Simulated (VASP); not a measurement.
# PbO (Pnma) in VASP: relaxation of cell and atoms with PBE

Aim: the relaxation of cell and atoms of PbO with PBE.

Everything below comes from runs of VASP 6.6.1. Logs are shortened: lines on timing, memory, paths and dates and some standing lists are left out, and cuts for length are marked.

## (1) The cell of the first run

It takes space group Pnma (No. 62, orthorhombic). Conventional cell: a = 12.447 Å, b = 3.593 Å, c = 3.748 Å, α = 90.00°, β = 90.00°, γ = 90.00°. Within 3.0 Å of Pb (site symmetry m) lie 5 O at 2.25 to 2.97 Å. O (site symmetry m) has 5 Pb at 2.25 to 2.97 Å within 3.0 Å.

## (2) Relaxation of cell and atoms, PBE

The input, INCAR:

```
PREC = Accurate ; ENCUT = 600
EDIFF = 1E-6 ; ISMEAR = 0
SIGMA = 0.1 ; LREAL = F
LASPH = T ; NELM = 100
ALGO = Normal ; ISIF = 3
LWAVE = F ; LCHARG = F
GGA = PE ; IBRION = 2
NSW = 90 ; EDIFFG = -0.04
```

The input, KPOINTS:

```
regular mesh
0
Gamma
  2 6 4
```

The input, POSCAR:

```
PbO
1.0
   12.4469335203      0.0000000000      0.0000000000
    0.0000000000      3.5929237127      0.0000000000
    0.0000000000      0.0000000000      3.7478314770
Pb O
4 4
Direct
    0.1404881082      0.2500000000      0.1766438649
    0.8595118918      0.7500000000      0.8233561351
    0.3595118918      0.7500000000      0.6766438649
    0.6404881082      0.2500000000      0.3233561351
    0.8181110673      0.2500000000      0.4408016171
    0.1818889327      0.7500000000      0.5591983829
    0.6818889327      0.7500000000      0.9408016171
    0.3181110673      0.2500000000      0.0591983829
```

Potentials or basis: VASP PAW PBE potentials, release 64 (Pb_d, O).

Command:

```
> cat potpaw_PBE.64/Pb_d/POTCAR potpaw_PBE.64/O/POTCAR > POTCAR
> mpirun -np 1 vasp_std > vasp.out
```

OUTCAR:

```text
PREC = Accurate
   ENCUT = 600
   EDIFF = 1E-6
   ISMEAR = 0
   LREAL = F
   LASPH = T
   NELM = 100
   ISIF = 3
   GGA = PE
   IBRION = 2
   NSW = 90
   EDIFFG = -0.04

 ion  position               nearest neighbor table
   1  0.140  0.250  0.177-   8 2.25   6 2.36   6 2.36   6 2.97   6 2.97   3 3.76   3 3.76   3 3.76
                             3 3.76
   2  0.860  0.750  0.823-   7 2.25   5 2.36   5 2.36   5 2.97   5 2.97   4 3.76   4 3.76   4 3.76
                             4 3.76
   3  0.360  0.750  0.677-   6 2.25   8 2.36   8 2.36   8 2.97   8 2.97   1 3.76   1 3.76   1 3.76
                             1 3.76
   4  0.640  0.250  0.323-   5 2.25   7 2.36   7 2.36   7 2.97   7 2.97   2 3.76   2 3.76   2 3.76
                             2 3.76
   5  0.818  0.250  0.441-   4 2.25   2 2.36   2 2.36   2 2.97   2 2.97
   6  0.182  0.750  0.559-   3 2.25   1 2.36   1 2.36   1 2.97   1 2.97
   7  0.682  0.750  0.941-   2 2.25   4 2.36   4 2.36   4 2.97   4 2.97
   8  0.318  0.250  0.059-   1 2.25   3 2.36   3 2.36   3 2.97   3 2.97

  LATTYP: Found a simple orthorhombic cell.
 ALAT       =     3.5929237127
 B/A-ratio  =     1.0431146823
 C/A-ratio  =     3.4642910664

  Lattice vectors:

 A1 = (   0.0000000000,   3.5929237127,   0.0000000000)
 A2 = (   0.0000000000,   0.0000000000,   3.7478314770)
 A3 = (  12.4469335203,   0.0000000000,   0.0000000000)

Analysis of symmetry for initial positions (statically):
=====================================================================
 Subroutine PRICEL returns:
 Original cell was already a primitive cell.

 Routine SETGRP: Setting up the symmetry group for a
 simple orthorhombic supercell.

 Subroutine GETGRP returns: Found  8 space group operations
 (whereof  2 operations were pure point group operations)
 out of a pool of  8 trial point group operations.

The static configuration has the point symmetry S_2 .
 The point group associated with its full space group is D_2h.

Analysis of symmetry for dynamics (positions and initial velocities):
=====================================================================
 Subroutine PRICEL returns:
 Original cell was already a primitive cell.

 Routine SETGRP: Setting up the symmetry group for a
 simple orthorhombic supercell.

 Subroutine GETGRP returns: Found  8 space group operations
 (whereof  2 operations were pure point group operations)
 out of a pool of  8 trial point group operations.

The dynamic configuration has the point symmetry S_2 .
 The point group associated with its full space group is D_2h.

 Subroutine INISYM returns: Found  8 space group operations
 (whereof  2 operations are pure point group operations),
 and found     1 'primitive' translations

----------------------------------------------------------------------------------------

                                     Primitive cell

  volume of cell :     167.6063

  direct lattice vectors                    reciprocal lattice vectors
    12.446933520  0.000000000  0.000000000     0.080341073  0.000000000  0.000000000
     0.000000000  3.592923713  0.000000000     0.000000000  0.278324863  0.000000000
     0.000000000  0.000000000  3.747831477     0.000000000  0.000000000  0.266820962

  length of vectors
    12.446933520  3.592923713  3.747831477     0.080341073  0.278324863  0.266820962

  position of ions in fractional coordinates (direct lattice)
     0.140488108  0.250000000  0.176643865
     0.859511892  0.750000000  0.823356135
     0.359511892  0.750000000  0.676643865
     0.640488108  0.250000000  0.323356135
     0.818111067  0.250000000  0.440801617
     0.181888933  0.750000000  0.559198383
     0.681888933  0.750000000  0.940801617
     0.318111067  0.250000000  0.059198383

  ion indices of the primitive-cell ions
   primitive index   ion index
                 1           1
                 2           2
                 3           3
                 4           4
                 5           5
                 6           6
                 7           7
                 8           8

----------------------------------------------------------------------------------------

 KPOINTS: regular mesh

Automatic generation of k-mesh.
 Grid dimensions read from file:
 generate k-points for:    2    6    4

 Generating k-lattice:

[... 47 lines left out ...]
   ions per type =               4   4
   NGX,Y,Z   is equivalent  to a cutoff of  13.36, 13.88, 13.31 a.u.
   NGXF,Y,Z  is equivalent  to a cutoff of  26.71, 27.76, 26.61 a.u.
 SYSTEM =  unknown system
   PREC   = accura    normal or accurate (medium, high low for compatibility)
   ISTART =      0    job   : 0-new  1-cont  2-samecut
   ICHARG =      2    charge: 1-file 2-atom 10-const
   ISPIN  =      1    spin polarized calculation?
   LNONCOLLINEAR =      F non collinear calculations
   LSORBIT =      F    spin-orbit coupling
   LASPH  =      T    aspherical Exc in radial PAW
   ENCUT  =  600.0 eV  44.10 Ry    6.64 a.u.  24.86  7.18  7.49*2*pi/ulx,y,z
   NELM   =    100;   NELMIN=  2; NELMDL= -5     # of ELM steps
   EDIFF  = 0.1E-05   stopping-criterion for ELM
   LREAL  =      F    real-space projection
   EDIFFG = -.4E-01   stopping-criterion for IOM
   NSW    =     90    number of steps for IOM
   IBRION =      2    ionic relax: 0-MD 1-quasi-New 2-CG
   NFREE  =      1    steps in history (QN), initial steepest desc. (CG)
   ISIF   =      3    stress and relaxation
   ISYM   =      2    0-nonsym 1-usesym 2-fastsym
   POTIM  = 0.5000    time-step for ionic-motion
   TEBEG  =    0.0;   TEEND  =   0.0 temperature during run
   PSTRESS=    0.0 pullay stress
   NELECT =      80.0000    total number of electrons
   NUPDOWN=      -1.0000    fix difference up-down
   EMIN   =  10.00;   EMAX   =-10.00  energy-range for DOS
   EFERMI =   0.00;   METHOD = LEGACY
   ISMEAR =     0;   SIGMA  =   0.10  broadening in eV -4-tet -1-fermi 0-gaus
   EFERMI_NEDOS =   21; number of points for ismear=-14 and -15
   IALGO  =     38    algorithm
   IMIX   =      4    mixing-type and parameters
     AMIX     =   0.40;   BMIX     =  1.00
     AMIX_MAG =   1.60;   BMIX_MAG =  1.00
  volume/ion in A,a.u.               =      20.95       141.38
  Fermi-wavevector in a.u.,A,eV,Ry     =   1.279405  2.417725 22.271063  1.636877
  Thomas-Fermi vector in A             =   2.411892
   LORBIT       =      0    0 simple, 1 ext, 2 COOP (PROOUT), +10 PAW based schemes
   GGA     = PE    functional components
   LHFCALC =     F    Hartree Fock is set to
   AEXX    =    0.0000 exact exchange contribution
   IVDW    =     0    specifies the selected vdW correction
   LEPSILON=     F    determine dielectric tensor
   LRPA    =     F    only Hartree local field effects (RPA)
 conjugate gradient relaxation of ions
 non-spin polarized calculation
 Gauss-broadening in eV      SIGMA  =   0.10
  energy-cutoff  :      600.00
  volume of cell :      167.61
 maximum number of plane-waves:      5636
 NGX is ok and might be reduce to   100
   NGX = 49   NGY = 15   NGZ = 15

--------------------------------------- Ionic step        1  -------------------------------------------

 number of electron      80.0000021 magnetization

 Free energy of the ion-electron system (eV)
  ---------------------------------------------------
  ext. energy  EPLUGINS =         0.00000000
  ---------------------------------------------------
  free energy    TOTEN  =       -42.69609461 eV

  energy without entropy =      -42.69609461  energy(sigma->0) =      -42.69609461

------------------------ aborting loop because EDIFF is reached ----------------------------------------

  FORCE on cell =-STRESS in cart. coord.  units (eV):
  Direction    XX          YY          ZZ          XY          YZ          ZX
  --------------------------------------------------------------------------------------
  -------------------------------------------------------------------------------------
  Total        0.3472856      0.0101946      0.1037153      0.0000000     -0.0000000      0.0000000
  in kB        3.3197623      0.0974520      0.9914319      0.0000000     -0.0000000      0.0000000
  external PRESSURE =       1.4695487 kB  Pullay stress =       0.0000000 kB

 VOLUME and BASIS-vectors are now :
 -----------------------------------------------------------------------------
  energy-cutoff  :      600.00
  volume of cell :      167.61
      direct lattice vectors                 reciprocal lattice vectors
    12.446933520  0.000000000  0.000000000     0.080341073  0.000000000  0.000000000
     0.000000000  3.592923713  0.000000000     0.000000000  0.278324863  0.000000000
     0.000000000  0.000000000  3.747831477     0.000000000  0.000000000  0.266820962

 POSITION                                       TOTAL-FORCE (eV/Angst)
 -----------------------------------------------------------------------------------
      1.74865      0.89823      0.66203        -0.032176     -0.000000     -0.000785
     10.69829      2.69469      3.08580         0.032176      0.000000      0.000785
      4.47482      2.69469      2.53595         0.032176     -0.000000     -0.000785
      7.97211      0.89823      1.21188        -0.032176      0.000000      0.000785
     10.18297      0.89823      1.65205         0.001965      0.000000     -0.007604
      2.26396      2.69469      2.09578        -0.001965      0.000000      0.007604
      8.48743      2.69469      3.52597        -0.001965      0.000000     -0.007604
      3.95951      0.89823      0.22187         0.001965      0.000000      0.007604
 -----------------------------------------------------------------------------------
    total drift:                                0.000000      0.000000      0.000000

  FREE ENERGIE OF THE ION-ELECTRON SYSTEM (eV)
  ---------------------------------------------------
  free  energy   TOTEN  =       -42.6960946110 eV

  energy  without entropy=      -42.6960946110  energy(sigma->0) =      -42.69609461

--------------------------------------- Ionic step        2  -------------------------------------------

 number of electron      80.0000020 magnetization

 Free energy of the ion-electron system (eV)
  ---------------------------------------------------
  ext. energy  EPLUGINS =         0.00000000
  ---------------------------------------------------
  free energy    TOTEN  =       -42.69632457 eV

  energy without entropy =      -42.69632457  energy(sigma->0) =      -42.69632457

 E-fermi :   4.5600     XC(G=0):  -9.5785

 val. band max:        4.1090500588   @ k =   0.0000   0.0000   0.0000
 cond. band min:       6.2444766425   @ k =   0.0000   0.0000   0.5000
 fundamental gap:      2.1354265837
 Fermi energy:         4.5600015986

 k-point     1 :       0.0000    0.0000    0.0000
  band No.  band energies     occupation
      1     -13.2388      2.00000
      2     -13.2238      2.00000
      3     -13.1669      2.00000
      4     -13.1584      2.00000
      5     -11.5847      2.00000
      6     -11.5822      2.00000
[... 1213 lines left out ...]
     47       8.7701      0.00000
     48       8.7701      0.00000

------------------------ aborting loop because EDIFF is reached ----------------------------------------

  FORCE on cell =-STRESS in cart. coord.  units (eV):
  Direction    XX          YY          ZZ          XY          YZ          ZX
  --------------------------------------------------------------------------------------
  -------------------------------------------------------------------------------------
  Total       -0.1048338     -0.1790244     -0.0947279      0.0000000      0.0000000      0.0000000
  in kB       -0.9993432     -1.7065757     -0.9030073      0.0000000      0.0000000      0.0000000
  external PRESSURE =      -1.2029754 kB  Pullay stress =       0.0000000 kB

 VOLUME and BASIS-vectors are now :
 -----------------------------------------------------------------------------
  energy-cutoff  :      600.00
  volume of cell :      168.07
      direct lattice vectors                 reciprocal lattice vectors
    12.473000481  0.000000000  0.000000000     0.080173171  0.000000000  0.000000000
     0.000000000  3.593144595  0.000000000     0.000000000  0.278307753  0.000000000
     0.000000000 -0.000000000  3.750175512     0.000000000 -0.000000000  0.266654186

 POSITION                                       TOTAL-FORCE (eV/Angst)
 -----------------------------------------------------------------------------------
      1.75075      0.89829      0.66241         0.035093     -0.000000      0.005852
     10.72225      2.69486      3.08777        -0.035093      0.000000     -0.005852
      4.48575      2.69486      2.53750        -0.035093     -0.000000      0.005852
      7.98725      0.89829      1.21268         0.035093      0.000000     -0.005852
     10.20439      0.89829      1.65272        -0.022090      0.000000     -0.000690
      2.26861      2.69486      2.09746         0.022090     -0.000000      0.000690
      8.50511      2.69486      3.52780         0.022090      0.000000     -0.000690
      3.96789      0.89829      0.22237        -0.022090     -0.000000      0.000690
 -----------------------------------------------------------------------------------
    total drift:                                0.000000      0.000000      0.000000

  FREE ENERGIE OF THE ION-ELECTRON SYSTEM (eV)
  ---------------------------------------------------
  free  energy   TOTEN  =       -42.6963245727 eV

  energy  without entropy=      -42.6963245727  energy(sigma->0) =      -42.69632457

 reached required accuracy - stopping structural energy minimisation
```

Run time: 11 min. Hardware: 1 thread of AMD EPYC 7R13, shared host; peak memory 0.38 GiB.

What came out:

| Property | Result |
| --- | --- |
| Free energy | -42.6963 eV |
| Relaxed volume | 21.01 Å³/atom |
| Relaxed cell | a = 12.473 Å, b = 3.593 Å, c = 3.750 Å, α = 90.00°, β = 90.00°, γ = 90.00° |
| Space group after relaxing (to 0.05 Å) | Pnma (No. 62) |
| Energy gained by relaxing | 0.0 meV/atom |
| Ionic steps | 2 |
| Pressure after relaxing | -0.1 GPa |
| Largest force after relaxing | 0.036 eV/Å |
| Band gap on the k mesh | 2.14 eV, indirect (least direct gap 2.38 eV) |

Forces in eV/Å, atoms in the order of the input:
```
Pb   0.035  0.000  0.006
Pb  -0.035  0.000 -0.006
Pb  -0.035  0.000  0.006
Pb   0.035  0.000 -0.006
O   -0.022  0.000 -0.001
O    0.022  0.000  0.001
O    0.022  0.000 -0.001
O   -0.022  0.000  0.001
```

The path:
```csv
step,energy change (eV),largest force (eV/Å),pressure (GPa),volume (Å³)
1,0.0000,0.0322,0.15,167.61
2,-0.0002,0.0356,-0.12,168.07
```

Final structure:
```
Pb O
1.0
    12.47300    0.00000    0.00000
     0.00000    3.59314    0.00000
     0.00000    0.00000    3.75018
Pb O
4 4
Direct
  0.14036 0.25000 0.17663
  0.85964 0.75000 0.82337
  0.35964 0.75000 0.67663
  0.64036 0.25000 0.32337
  0.81812 0.25000 0.44070
  0.18188 0.75000 0.55930
  0.68188 0.75000 0.94070
  0.31812 0.25000 0.05930
```

Levels at points of the mesh, in eV from the valence-band top:
| k point | band 36 | band 37 | band 38 | band 39 | band 40 | band 41 | band 42 | band 43 | band 44 | band 45 |
| --- | --- | --- | --- | --- | --- | --- | --- | --- | --- | --- |
| (0.00, 0.00, 0.00) | -1.48 | -1.28 | -1.19 | -0.49 | 0.00 | 2.74 | 3.39 | 5.89 | 5.91 | 5.95 |
| (0.50, 0.00, 0.00) | -1.49 | -1.26 | -1.26 | -0.18 | -0.18 | 3.08 | 3.08 | 5.65 | 5.65 | 6.56 |
| (0.00, 0.50, 0.00) | -1.37 | -0.66 | -0.66 | -0.52 | -0.52 | 2.22 | 2.22 | 2.79 | 2.79 | 5.53 |
| (0.50, 0.50, 0.00) | -1.42 | -0.58 | -0.58 | -0.58 | -0.58 | 2.50 | 2.50 | 2.50 | 2.50 | 5.87 |
| (0.00, 0.00, 0.50) | -1.59 | -0.84 | -0.84 | -0.25 | -0.25 | 2.14 | 2.14 | 2.50 | 2.50 | 5.39 |
| (0.50, 0.00, 0.50) | -1.59 | -0.78 | -0.78 | -0.25 | -0.25 | 2.26 | 2.26 | 2.37 | 2.37 | 5.45 |
| (0.00, 0.50, 0.50) | -2.62 | -1.24 | -1.24 | -0.87 | -0.87 | 3.77 | 3.77 | 4.11 | 4.11 | 4.71 |
| (0.50, 0.50, 0.50) | -2.68 | -1.05 | -1.05 | -1.05 | -1.05 | 4.00 | 4.00 | 4.00 | 4.00 | 4.66 |

Caveat: spin-orbit coupling is left out, which moves the levels of the heavy elements.
